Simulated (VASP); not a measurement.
**Ta: single point with PBE**

Ta:

```xyz
2
Lattice="2.6575 0.0000 0.0000 -1.3287 2.3015 0.0000 0.0000 0.0000 6.1537" Properties=species:S:1:pos:R:3 pbc="T T T"
Ta    1.3287    0.7672    4.6153
Ta    0.0000    1.5343    1.5384
```

This cell differs from its parent crystal: ratio of the length along z to the lengths across it x 1.3, volume and fractional coordinates fixed.

* Program: VASP 6.6.1
* Task: single point
* Functional: PBE
* Potentials or basis: VASP PAW PBE potentials, release 64 (Ta_pv)
* Cutoff: 520 eV
* k mesh: 21 × 21 × 10
* Occupations: gaussian, width 0.15 eV
* Spin: no spin polarisation

```
Pressure               : 15.9 GPa
Band gap on the k mesh : zero (band 11 reaches 7.53 eV, above the bottom of band 12 at 4.45 eV)
```

Stress tensor (GPa, compression positive):
```
 37.67   0.00   0.00
  0.00  37.67   0.00
  0.00   0.00 -27.70
```

Levels at points of the mesh, in eV from the Fermi level:
```tsv
k point	band 9	band 10	band 11	band 12	band 13	band 14
(0.00, 0.00, 0.00)	-2.79	-1.71	0.83	0.83	0.97	0.97
(0.00, 0.00, 0.50)	-2.62	-2.62	0.89	0.89	0.89	0.89
```

Wall time 2.7 min on 1 thread of AMD EPYC 9R45 (Zen 5) (shared host), peak memory 0.24 GiB.

Caveat: spin-orbit coupling is left out, which moves the levels of the heavy elements.
